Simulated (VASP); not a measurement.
Set up this calculation in VASP 6.6.1, as the native input.

```yaml
Task: single point
Functional: PBE
Potentials_or_basis: VASP PAW PBE potentials, release 64 (Al, N)
Cutoff: 600 eV
k_mesh: 12 × 12 × 12
Occupations: gaussian, width 0.01 eV
Spin: no spin polarisation
Dipole_correction: no
Further_INCAR_settings: ALGO = Normal; EDIFF = 1e-06; NBANDS = 11
```

The structure of AlN lies in POSCAR:

```
AlN
1.0
    0.0000000000      1.9690000000      1.9690000000
    1.9690000000      0.0000000000      1.9690000000
    1.9690000000      1.9690000000      0.0000000000
Al N
1 1
Direct
    0.0000000000      0.0000000000      0.0000000000
    0.5000000000      0.5000000000      0.5000000000
```

The input as run:

INCAR

```
ALGO     = Normal         # electronic algorithm
EDIFF    = 1E-6           # SCF threshold, eV
ENCUT    = 600            # plane-wave cutoff, eV
GGA      = PE             # functional
GGA_COMPAT= F            
ISIF     = 2              # what is computed and relaxed
ISMEAR   = 0              # smearing method
LASPH    = T              # aspherical terms in the spheres
LCHARG   = F              # write CHGCAR
LREAL    = F              # projectors in reciprocal space
LWAVE    = F              # write WAVECAR
NBANDS   = 11             # bands
NELM     = 120            # most SCF steps
PREC     = Accurate       # precision mode
SIGMA    = 0.01           # smearing width, eV
```

KPOINTS

```
k-points
0
Gamma
  12 12 12
```

Potentials or basis: VASP PAW PBE potentials, release 64 (Al, N).

The run is started by

```console
$ cat potpaw_PBE.64/Al/POTCAR potpaw_PBE.64/N/POTCAR > POTCAR
$ mpirun -np 1 vasp_std > vasp.out
```

Results of the run:

The pressure is 30.0 GPa and the band gap on the k mesh is 5.16 eV (least direct gap 6.87 eV).

Caveat: the cell stands under pressure.

It took 12 s on 1 thread of AMD EPYC 7R13 Processor (Zen 3), with other jobs on the host, peak memory 0.11 GiB.
